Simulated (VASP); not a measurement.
# Fe (Im-3m) in VASP: a series of runs, part 2 of 2

VASP 6.6.1. The steps go on from the part before.

### 4 Single point, PBE, collinear spin, ferromagnetic start

Input file INCAR:

```
SYSTEM = Fe
PREC     = Accurate       ! precision mode
ENCUT    = 520            ! plane-wave cutoff, eV
EDIFF    = 1E-7           ! SCF threshold, eV
ISMEAR   = 0              ! smearing method
SIGMA    = 0.02           ! smearing width, eV
LREAL    = .FALSE.        ! projectors in reciprocal space
LASPH    = .TRUE.         ! aspherical terms in the spheres
NELM     = 150            ! most SCF steps
ALGO     = Fast           ! electronic algorithm
ISIF     = 2              ! what is computed and relaxed
LWAVE    = .FALSE.        ! write WAVECAR
LCHARG   = .TRUE.         ! write CHGCAR
ISPIN    = 2              ! spin polarisation
MAGMOM   = 3              ! initial moments
LORBIT   = 11             ! projections on sites
LMAXMIX  = 4              ! l up to which the mixer works
GGA      = PE             ! functional
LELF     = .TRUE.         ! ELF
LVHAR    = .TRUE.       
NBANDS   = 14             ! bands
```

Input file KPOINTS:

```
regular mesh
0
G
  13 13 13
  0 0 0
```

Input file POSCAR:

```
Fe
1.0
   -1.4430000000      1.4430000000      1.4430000000
    1.4430000000     -1.4430000000      1.4430000000
    1.4430000000      1.4430000000     -1.4430000000
Fe
1
Direct
    0.0000000000      0.0000000000      0.0000000000
```

Potentials or basis: VASP PAW PBE potentials, release 64 (Fe).

Started as:

```bash
$ cat potpaw_PBE.64/Fe/POTCAR > POTCAR
$ mpirun -np 1 vasp_std > vasp.out
```

Run time: 27 s. Hardware: 1 thread of Intel Xeon 6975P-C, shared host; peak memory 0.14 GiB.

Results (log left out):

```
Free energy                                           : -8.2162 eV
Pressure                                              : -9.3 GPa
Net moment                                            : 2.28 μB per cell
Site moments                                          : Fe +2.29 μB
Valence electrons inside the program's atomic spheres : Fe 7.16
```

Levels at points of the mesh, in eV from the Fermi level:
Spin up:
```tsv
k point	band 1	band 2	band 3	band 4	band 5	band 6	band 7	band 8	band 9	band 10
(0.00, 0.00, 0.00)	-8.05	-2.18	-2.18	-2.18	-1.07	-1.07	24.53	24.53	24.53	29.26
```
Spin down:
```tsv
k point	band 1	band 2	band 3	band 4	band 5	band 6	band 7	band 8
(0.00, 0.00, 0.00)	-7.91	-0.16	-0.16	-0.16	1.76	1.76	24.23	24.23
```

### 5 Single point, PBE, collinear spin, ferromagnetic start

Input file INCAR:

```
  ALGO = Normal
  EDIFF = 1E-6
  ENCUT = 520
  GGA = PE
  ISIF = 2
  ISMEAR = 0
  ISPIN = 2
  LASPH = True
  LCHARG = True
  LELF = True
  LMAXMIX = 4
  LORBIT = 11
  LREAL = False
  LVHAR = True
  LWAVE = False
  MAGMOM = 3
  NBANDS = 14
  NELM = 150
  PREC = Accurate
  SIGMA = 0.020999999999999998
```

Input file KPOINTS:

```
k-points
0
Gamma
  13 13 13
```

POSCAR is that of step 4.

Started as:

```bash
$ cat potpaw_PBE.64/Fe/POTCAR > POTCAR
$ mpirun -np 1 vasp_std > vasp.out
```

It took 22 s on 1 thread of Intel Xeon 6975P-C, shared host; peak memory 0.14 GiB.

The run converged. Its results:

```
Free energy                                           : -8.2163 eV
Pressure                                              : -9.5 GPa
Net moment                                            : 2.28 μB per cell
Site moments                                          : Fe +2.29 μB
Valence electrons inside the program's atomic spheres : Fe 7.16
```

Levels at points of the mesh, in eV from the Fermi level:
Spin up:
```csv
k point,band 2,band 3,band 4,band 5,band 6,band 7,band 8,band 9
"(0.00, 0.00, 0.00)",-2.18,-2.18,-2.18,-1.07,-1.07,24.53,24.53,24.53
```
Spin down:
```tsv
k point	band 1	band 2	band 3	band 4	band 5	band 6	band 7
(0.00, 0.00, 0.00)	-7.91	-0.16	-0.16	-0.16	1.76	1.76	24.23
```

### 6 Single point, PBEsol-based screened hybrid, collinear spin, ferromagnetic start

This run uses another cell than the first one, of 11.78 Å³/atom, 0.980 times its volume.

Input file POSCAR:

```
Fe
1.0
   -1.4333151444      1.4333151444      1.4333151444
    1.4333151444     -1.4333151444      1.4333151444
    1.4333151444      1.4333151444     -1.4333151444
Fe
1
Direct
    0.0000000000      0.0000000000      0.0000000000
```

Input file INCAR.step1:

```
PREC = Accurate
ENCUT = 520
EDIFF = 1E-5
ISMEAR = -1
SIGMA = 0.05
LREAL = False
LASPH = True
NELM = 150
ALGO = Normal
ISIF = 2
LWAVE = True
LCHARG = False
ISPIN = 2
MAGMOM = 3
LORBIT = 11
LMAXMIX = 4
GGA = PE
NBANDS = 14
```

Input file INCAR.step2:

```
PREC = Accurate
ENCUT = 520
EDIFF = 1E-6
ISMEAR = -1
SIGMA = 0.05
LREAL = False
LASPH = True
NELM = 150
ALGO = Normal
ISIF = 2
LWAVE = False
LCHARG = False
ISPIN = 2
MAGMOM = 3
LORBIT = 11
LMAXMIX = 4
GGA = PS
LHFCALC = True
AEXX = 0.25
HFSCREEN = 0.207
PRECFOCK = Normal
ISTART = 1
NBANDS = 14
```

Input file KPOINTS:

```
Automatic mesh
0
Gamma
  7 7 7
```

Potentials or basis: VASP PAW PBE potentials, release 64 (Fe).

Started as:

```bash
$ cat potpaw_PBE.64/Fe/POTCAR > POTCAR
$ cp INCAR.step1 INCAR
$ mpirun -np 1 vasp_std > vasp.out
$ cp INCAR.step2 INCAR
$ mpirun -np 1 vasp_std > vasp.out
```

OUTCAR:

```text
PREC = Accurate
   ENCUT = 520
   EDIFF = 1E-6
   ISMEAR = -1
   LREAL = False
   LASPH = True
   NELM = 150
   ISIF = 2
   ISPIN = 2
   LORBIT = 11
   GGA = PS
   LHFCALC = True
   AEXX = 0.25
   HFSCREEN = 0.207
   PRECFOCK = Normal
   ISTART = 1

 ion  position               nearest neighbor table
   1  0.000  0.000  0.000-

  LATTYP: Found a body centered cubic cell.
 ALAT       =     2.8666302888

  Lattice vectors:
[... 888 lines left out ...]
  Direction    XX          YY          ZZ          XY          YZ          ZX
  --------------------------------------------------------------------------------------
  -------------------------------------------------------------------------------------
  Total        0.1893648      0.1893648      0.1893648      0.0000000     -0.0000000      0.0000000
  in kB       25.7587555     25.7587555     25.7587555      0.0000000     -0.0000000      0.0000000
  external PRESSURE =      25.7587555 kB  Pullay stress =       0.0000000 kB

 VOLUME and BASIS-vectors are now :
 -----------------------------------------------------------------------------
  energy-cutoff  :      520.00
  volume of cell :       11.78
      direct lattice vectors                 reciprocal lattice vectors
    -1.433315144  1.433315144  1.433315144     0.000000000  0.348841636  0.348841636
     1.433315144 -1.433315144  1.433315144     0.348841636  0.000000000  0.348841636
     1.433315144  1.433315144 -1.433315144     0.348841636  0.348841636  0.000000000

 POSITION                                       TOTAL-FORCE (eV/Angst)
 -----------------------------------------------------------------------------------
      0.00000      0.00000      0.00000         0.000000      0.000000     -0.000000
 -----------------------------------------------------------------------------------
    total drift:                                0.000004     -0.000015     -0.000005

  FREE ENERGIE OF THE ION-ELECTRON SYSTEM (eV)
  ---------------------------------------------------
  free  energy   TOTEN  =       -11.9337504972 eV

  energy  without entropy=      -11.9265940822  energy(sigma->0) =      -11.93017229

 total charge

# of ion       s       p       d       tot
------------------------------------------
    1        0.494   0.561   6.170   7.225

 magnetization (x)

# of ion       s       p       d       tot
------------------------------------------
    1       -0.035  -0.141   3.082   2.907
```

OUTCAR.step1:

```text
PREC = Accurate
   ENCUT = 520
   EDIFF = 1E-5
   ISMEAR = -1
   LREAL = False
   LASPH = True
   NELM = 150
   ISIF = 2
   ISPIN = 2
   LORBIT = 11
   GGA = PE
[... 908 lines left out ...]
    total drift:                                0.000000      0.000000      0.000000

  FREE ENERGIE OF THE ION-ELECTRON SYSTEM (eV)
  ---------------------------------------------------
  free  energy   TOTEN  =        -8.2489714208 eV

  energy  without entropy=       -8.2432323924  energy(sigma->0) =       -8.24610191

 total charge

# of ion       s       p       d       tot
------------------------------------------
    1        0.472   0.511   6.212   7.195

 magnetization (x)

# of ion       s       p       d       tot
------------------------------------------
    1       -0.011  -0.041   2.366   2.314
```

Wall time 14 min (1 thread of Intel Xeon Platinum 8488C (Sapphire Rapids), shared host); peak memory 0.23 GiB.

What came out:

```
Free energy                                           : -11.9338 eV
Pressure                                              : 2.6 GPa
Net moment                                            : 2.86 μB per cell
Site moments                                          : Fe +2.91 μB
Valence electrons inside the program's atomic spheres : Fe 7.22
```

Levels at points of the mesh, in eV from the Fermi level:
Spin up:
```
           k point  band 1  band 2  band 3  band 4  band 5  band 6  band 7  band 8  band 9  band 10
(0.00, 0.00, 0.00)   -9.51   -5.07   -5.07   -5.07   -3.77   -3.77   25.72   25.72   25.72    30.72
```
Spin down:
```
           k point  band 1  band 2  band 3  band 4  band 5  band 6  band 7  band 8
(0.00, 0.00, 0.00)   -9.88    0.99    0.99    0.99    3.60    3.60   25.15   25.15
```

Caveat: the k points lie up to 0.44 Å⁻¹ apart; the PAW data sets were made with another functional, which shifts forces and pressure a little.

### 7 Summary

| level | potentials or basis | cell | k mesh | cutoff (eV) | smearing | second run | grid for exact exchange (PRECFOCK) | share of exact exchange | screening parameter | gap on the mesh (eV) | pressure (GPa) | moment (μB) |
| --- | --- | --- | --- | --- | --- | --- | --- | --- | --- | --- | --- | --- |
| PBE | VASP PAW PBE potentials, release 64 (Fe) | a = 2.499 Å, angles 109.5°, 1 atom | 13 × 13 × 13 | 520 | fermi-dirac 0.05 eV | - | - | - | - | none | -9.1 | 2.28 |
| PBEsol | VASP PAW PBE potentials, release 64 (Fe_sv) | a = 2.499 Å, angles 109.5°, 1 atom | 13 × 13 × 13 | 600 | fermi-dirac 0.05 eV | valence_matched | - | - | - | none | -21.1 | 2.26 |
| PBE | VASP PAW PBE potentials, release 64 (Fe) | a = 2.499 Å, angles 109.5°, 1 atom | 13 × 13 × 13 | 520 | gaussian 0.02 eV | - | - | - | - | none | -9.3 | 2.28 |
| PBE | VASP PAW PBE potentials, release 64 (Fe) | a = 2.499 Å, angles 109.5°, 1 atom | 13 × 13 × 13 | 520 | gaussian 0.021 eV | - | - | - | - | none | -9.5 | 2.28 |
| PBEsol-based screened hybrid | VASP PAW PBE potentials, release 64 (Fe) | a = 2.483 Å, angles 109.5°, 1 atom | 7 × 7 × 7 | 520 | fermi-dirac 0.05 eV | - | Normal | 0.25 | 0.207 1/Å | none | 2.6 | 2.86 |

Alike in all rows: task single point; spin collinear, ferromagnetic start.

Caveats: some runs use coarse meshes; the PAW data sets were made with another functional, which shifts forces and pressure a little (some runs).

Absolute energies hang on the potentials; compare differences alone.
